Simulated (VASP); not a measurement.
# TiN (rocksalt type) (Fm-3m) in VASP: a series of runs

TiN (rocksalt type) is run at these levels: PBE; tasks: electric field gradients, density of states.

All numbers are computed with VASP 6.6.1; they aren't measurements. Logs are shortened: lines on timing, memory, paths and dates and some standing lists are left out, and cuts for length are marked.

## Step 1: The cell of the first run

It takes space group Fm-3m (No. 225, cubic). The conventional cell has a = 4.330 Å, b = 4.330 Å, c = 4.330 Å, α = 90.00°, β = 90.00°, γ = 90.00°. Ti (site symmetry m-3m) has 6 N at 2.17 Å within 2.9 Å. Within 2.9 Å of N (site symmetry m-3m) lie 6 Ti at 2.17 Å.

## Step 2: Electric field gradients, PBE (volume scaled by 1.06)

The input, INCAR:

```
SYSTEM = TiN
ALGO     = Normal         ! electronic algorithm
EDIFF    = 1E-8           ! SCF threshold, eV
ENCUT    = 520            ! plane-wave cutoff, eV
GGA      = PE             ! functional
ISIF     = 2              ! what is computed and relaxed
ISMEAR   = -1             ! smearing method
LASPH    = .True.         ! aspherical terms in the spheres
LCHARG   = .False.        ! write CHGCAR
LEFG     = .True.       
LREAL    = .False.        ! projectors in reciprocal space
LWAVE    = .False.        ! write WAVECAR
NBANDS   = 16             ! bands
NELM     = 60             ! most SCF steps
PREC     = Accurate       ! precision mode
SIGMA    = 0.03           ! smearing width, eV
```

The input, KPOINTS:

```
k-points
0
Gamma
  16 16 16
  0 0 0
```

The input, POSCAR:

```
TiN
1.0
    0.0000000000      2.1650869279      2.1650869279
    2.1650869279      0.0000000000      2.1650869279
    2.1650869279      2.1650869279      0.0000000000
Ti N
1 1
Direct
    0.0000000000      0.0000000000      0.0000000000
    0.5000000000      0.5000000000      0.5000000000
```

Potentials or basis: VASP PAW PBE potentials, release 64 (Ti_sv, N).

Started as:

```sh
> cat potpaw_PBE.64/Ti_sv/POTCAR potpaw_PBE.64/N/POTCAR > POTCAR
> mpirun -np 1 vasp_std > vasp.out
```

OUTCAR:

```text
SYSTEM = TiN
   EDIFF = 1E-8
   ENCUT = 520
   GGA = PE
   ISIF = 2
   ISMEAR = -1
   LASPH = .True.
   LREAL = .False.
   NELM = 60
   PREC = Accurate

 ion  position               nearest neighbor table
   1  0.000  0.000  0.000-   2 2.17   2 2.17   2 2.17   2 2.17   2 2.17   2 2.17
   2  0.500  0.500  0.500-   1 2.17   1 2.17   1 2.17   1 2.17   1 2.17   1 2.17

  LATTYP: Found a face centered cubic cell.
 ALAT       =     4.3301738558

  Lattice vectors:

 A1 = (   0.0000000000,   2.1650869279,   2.1650869279)
 A2 = (   2.1650869279,   0.0000000000,   2.1650869279)
 A3 = (   2.1650869279,   2.1650869279,   0.0000000000)

Analysis of symmetry for initial positions (statically):
=====================================================================
 Subroutine PRICEL returns:
 Original cell was already a primitive cell.

 Routine SETGRP: Setting up the symmetry group for a
 face centered cubic supercell.

 Subroutine GETGRP returns: Found 48 space group operations
 (whereof 48 operations were pure point group operations)
 out of a pool of 48 trial point group operations.

The static configuration has the point symmetry O_h .

Analysis of symmetry for dynamics (positions and initial velocities):
=====================================================================
 Subroutine PRICEL returns:
 Original cell was already a primitive cell.

 Routine SETGRP: Setting up the symmetry group for a
 face centered cubic supercell.

 Subroutine GETGRP returns: Found 48 space group operations
 (whereof 48 operations were pure point group operations)
 out of a pool of 48 trial point group operations.

The dynamic configuration has the point symmetry O_h .

 Subroutine INISYM returns: Found 48 space group operations
 (whereof 48 operations are pure point group operations),
 and found     1 'primitive' translations

----------------------------------------------------------------------------------------

                                     Primitive cell

  volume of cell :      20.2981

  direct lattice vectors                    reciprocal lattice vectors
     0.000000000  2.165086928  2.165086928    -0.230937610  0.230937610  0.230937610
     2.165086928  0.000000000  2.165086928     0.230937610 -0.230937610  0.230937610
     2.165086928  2.165086928  0.000000000     0.230937610  0.230937610 -0.230937610

  length of vectors
     3.061895297  3.061895297  3.061895297     0.399995673  0.399995673  0.399995673

  position of ions in fractional coordinates (direct lattice)
     0.000000000  0.000000000  0.000000000
     0.500000000  0.500000000  0.500000000

  ion indices of the primitive-cell ions
   primitive index   ion index
                 1           1
                 2           2

----------------------------------------------------------------------------------------

 KPOINTS: k-points

Automatic generation of k-mesh.
 Grid dimensions read from file:
 generate k-points for:   16   16   16

 Generating k-lattice:

  Cartesian coordinates                     Fractional coordinates (reciprocal lattice)
    -0.014433601  0.014433601  0.014433601     0.062500000  0.000000000  0.000000000
     0.014433601 -0.014433601  0.014433601     0.000000000  0.062500000  0.000000000
     0.014433601  0.014433601 -0.014433601     0.000000000  0.000000000  0.062500000

  Length of vectors
     0.024999730  0.024999730  0.024999730

  Shift w.r.t. Gamma in fractional coordinates (k-lattice)
     0.000000000  0.000000000  0.000000000

 Subroutine IBZKPT returns following result:
 ===========================================

 Found    145 irreducible k-points:

 Following reciprocal coordinates:
            Coordinates               Weight
  0.000000  0.000000  0.000000      1.000000
  0.062500  0.000000  0.000000      8.000000
  0.125000  0.000000  0.000000      8.000000
  0.187500  0.000000  0.000000      8.000000
  0.250000  0.000000  0.000000      8.000000
  0.312500  0.000000  0.000000      8.000000
[... 16 lines left out ...]
 -0.125000  0.062500  0.000000     24.000000
 -0.062500  0.062500  0.000000     12.000000
 [... further k-points ...]
   k-points           NKPTS =    145   k-points in BZ     NKDIM =    145   number of bands    NBANDS=     16
   number of dos      NEDOS =    301   number of ions     NIONS =      2
   total plane-waves  NPLWV =  13824
   dimension x,y,z NGX =    24 NGY =   24 NGZ =   24
   dimension x,y,z NGXF=    48 NGYF=   48 NGZF=   48
   ions per type =               1   1
   NGX,Y,Z   is equivalent  to a cutoff of  13.03, 13.03, 13.03 a.u.
   NGXF,Y,Z  is equivalent  to a cutoff of  26.06, 26.06, 26.06 a.u.
 SYSTEM =  TiN
   PREC   = accura    normal or accurate (medium, high low for compatibility)
   ISTART =      0    job   : 0-new  1-cont  2-samecut
   ICHARG =      2    charge: 1-file 2-atom 10-const
   ISPIN  =      1    spin polarized calculation?
   LNONCOLLINEAR =      F non collinear calculations
   LSORBIT =      F    spin-orbit coupling
   LASPH  =      T    aspherical Exc in radial PAW
   ENCUT  =  520.0 eV  38.22 Ry    6.18 a.u.   5.69  5.69  5.69*2*pi/ulx,y,z
   NELM   =     60;   NELMIN=  2; NELMDL= -5     # of ELM steps
   EDIFF  = 0.1E-07   stopping-criterion for ELM
   LREAL  =      F    real-space projection
   EDIFFG = 0.1E-06   stopping-criterion for IOM
   NSW    =      0    number of steps for IOM
   IBRION =     -1    ionic relax: 0-MD 1-quasi-New 2-CG
   NFREE  =      0    steps in history (QN), initial steepest desc. (CG)
   ISIF   =      2    stress and relaxation
   ISYM   =      2    0-nonsym 1-usesym 2-fastsym
   POTIM  = 0.5000    time-step for ionic-motion
   TEBEG  =    0.0;   TEEND  =   0.0 temperature during run
   PSTRESS=    0.0 pullay stress
   NELECT =      17.0000    total number of electrons
   NUPDOWN=      -1.0000    fix difference up-down
   EMIN   =  10.00;   EMAX   =-10.00  energy-range for DOS
   EFERMI =   0.00;   METHOD = LEGACY
   ISMEAR =    -1;   SIGMA  =   0.03  broadening in eV -4-tet -1-fermi 0-gaus
   EFERMI_NEDOS =   21; number of points for ismear=-14 and -15
   IALGO  =     38    algorithm
   IMIX   =      4    mixing-type and parameters
     AMIX     =   0.40;   BMIX     =  1.00
     AMIX_MAG =   1.60;   BMIX_MAG =  1.00
  volume/ion in A,a.u.               =      10.15        68.49
  Fermi-wavevector in a.u.,A,eV,Ry     =   1.543142  2.916115 32.399366  2.381286
  Thomas-Fermi vector in A             =   2.648847
   LORBIT       =      0    0 simple, 1 ext, 2 COOP (PROOUT), +10 PAW based schemes
   GGA     = PE    functional components
   LHFCALC =     F    Hartree Fock is set to
   AEXX    =    0.0000 exact exchange contribution
   IVDW    =     0    specifies the selected vdW correction
   LEPSILON=     F    determine dielectric tensor
   LRPA    =     F    only Hartree local field effects (RPA)
 non-spin polarized calculation
  energy-cutoff  :      520.00
  volume of cell :       20.30
 maximum number of plane-waves:       568
   NGX = 11   NGY = 11   NGZ = 11

 number of electron      16.9999999 magnetization

 Free energy of the ion-electron system (eV)
  ---------------------------------------------------
  ext. energy  EPLUGINS =         0.00000000
  ---------------------------------------------------
  free energy    TOTEN  =       -19.58831428 eV

  energy without entropy =      -19.58472616  energy(sigma->0) =      -19.58652022

 E-fermi :  10.6284     XC(G=0): -12.6812

 val. band max:       10.6281763117   @ k =   0.4375   0.1875   0.0625
 cond. band min:      10.6309985095   @ k =   0.3750   0.1250   0.0000
 fundamental gap:      0.0028221978
 Fermi energy:        10.6284122261

 k-point     1 :       0.0000    0.0000    0.0000
  band No.  band energies     occupation
      1     -47.3410      2.00000
      2     -23.3596      2.00000
      3     -23.3596      2.00000
      4     -23.3596      2.00000
      5      -6.0922      2.00000
      6       8.6665      2.00000
[... 8 lines left out ...]
     15      23.6089      0.00000
     16      29.5514      0.00000

 k-point     2 :       0.0625    0.0000    0.0000
  band No.  band energies     occupation
      1     -47.3383      2.00000
      2     -23.3798      2.00000
      3     -23.3614      2.00000
      4     -23.3614      2.00000
      5      -6.0237      2.00000
      6       8.2420      2.00000
[... 8 lines left out ...]
     15      23.6379      0.00000
     16      29.4549      0.00000

 k-point     3 :       0.1250    0.0000    0.0000
  band No.  band energies     occupation
      1     -47.3304      2.00000
      2     -23.4369      2.00000
      3     -23.3665      2.00000
      4     -23.3665      2.00000
      5      -5.8248      2.00000
      6       7.3586      2.00000
[... 8 lines left out ...]
     15      23.6195      0.00000
     16      29.1075      0.00000

 k-point     4 :       0.1875    0.0000    0.0000
  band No.  band energies     occupation
      1     -47.3186      2.00000
      2     -23.5213      2.00000
      3     -23.3740      2.00000
      4     -23.3740      2.00000
      5      -5.5145      2.00000
      6       6.3401      2.00000
[... 8 lines left out ...]
     15      23.3817      0.00000
     16      28.4149      0.00000
[... 324 lines left out ...]
 k-point    22 :      -0.1875    0.0625    0.0000
  band No.  band energies     occupation
      1     -47.3121      2.00000
      2     -23.5567      2.00000
      3     -23.3961      2.00000
      4     -23.3704      2.00000
      5      -5.3494      2.00000
      6       5.8665      2.00000
[... 8 lines left out ...]
     15      23.2670      0.00000
     16      27.3072      0.00000

 k-point    23 :      -0.1250    0.0625    0.0000
  band No.  band energies     occupation
      1     -47.3246      2.00000
      2     -23.4703      2.00000
      3     -23.3844      2.00000
      4     -23.3639      2.00000
      5      -5.6805      2.00000
      6       6.8001      2.00000
[... 8 lines left out ...]
     15      23.5762      0.00000
     16      28.1187      0.00000

 k-point    24 :      -0.0625    0.0625    0.0000
  band No.  band energies     occupation
      1     -47.3338      2.00000
      2     -23.4078      2.00000
      3     -23.3723      2.00000
      4     -23.3607      2.00000
      5      -5.9129      2.00000
      6       7.6500      2.00000
[... 8 lines left out ...]
     15      23.6600      0.00000
     16      28.8573      0.00000

 [... further k-points ...]

------------------------ aborting loop because EDIFF is reached ----------------------------------------

  FORCE on cell =-STRESS in cart. coord.  units (eV):
  Direction    XX          YY          ZZ          XY          YZ          ZX
  --------------------------------------------------------------------------------------
  -------------------------------------------------------------------------------------
  Total       -1.7541526     -1.7541526     -1.7541526      0.0000000      0.0000000      0.0000000
  in kB     -138.4592442   -138.4592442   -138.4592442      0.0000000      0.0000000      0.0000000
  external PRESSURE =    -138.4592442 kB  Pullay stress =       0.0000000 kB

 VOLUME and BASIS-vectors are now :
 -----------------------------------------------------------------------------
  energy-cutoff  :      520.00
  volume of cell :       20.30
      direct lattice vectors                 reciprocal lattice vectors
     0.000000000  2.165086928  2.165086928    -0.230937610  0.230937610  0.230937610
     2.165086928  0.000000000  2.165086928     0.230937610 -0.230937610  0.230937610
     2.165086928  2.165086928  0.000000000     0.230937610  0.230937610 -0.230937610

 POSITION                                       TOTAL-FORCE (eV/Angst)
 -----------------------------------------------------------------------------------
      0.00000      0.00000      0.00000         0.000000      0.000000     -0.000000
      2.16509      2.16509      2.16509         0.000000     -0.000000      0.000000
 -----------------------------------------------------------------------------------
    total drift:                                0.000000     -0.000000     -0.000000

  FREE ENERGIE OF THE ION-ELECTRON SYSTEM (eV)
  ---------------------------------------------------
  free  energy   TOTEN  =       -19.5883142811 eV

  energy  without entropy=      -19.5847261583  energy(sigma->0) =      -19.58652022

 Electric field gradients (V/A^2)
---------------------------------------------------------------------
 ion       V_xx      V_yy      V_zz      V_xy      V_xz      V_yz
---------------------------------------------------------------------
   1      -0.000     0.000     0.000     0.000     0.000     0.000
   2      -0.000    -0.000     0.000    -0.000    -0.000    -0.000
---------------------------------------------------------------------

 Electric field gradients after diagonalization (V/A^2)
 (convention: |V_zz| > |V_xx| > |V_yy|)
----------------------------------------------------------------------
 ion       V_xx      V_yy      V_zz     asymmetry (V_yy - V_xx)/ V_zz
----------------------------------------------------------------------
   1      -0.000    -0.000     0.001       0.000
   2       0.000     0.000    -0.000       0.000
----------------------------------------------------------------------

           NMR quadrupolar parameters

 Cq : quadrupolar parameter    Cq=e*Q*V_zz/h
 eta: asymmetry parameters     (V_yy - V_xx)/ V_zz
 Q  : nuclear electric quadrupole moment in mb (millibarn)
----------------------------------------------------------------------
 ion       Cq(MHz)       eta       Q (mb)
----------------------------------------------------------------------
   1       0.000       0.000       1.000
   2      -0.000       0.000       1.000
----------------------------------------------------------------------
```

Run time: 19 s. Hardware: 1 thread of Intel Xeon 6975P-C (Granite Rapids), shared host; peak memory 0.17 GiB.

Results:

```yaml
Free_energy: -19.5883 eV
Pressure: -13.8 GPa
```

Caveat: without QUAD_EFG the Cq values of the log hold for a quadrupole moment of 1 mb, not for the nuclei.

(Part 1 of 2 ends here.)
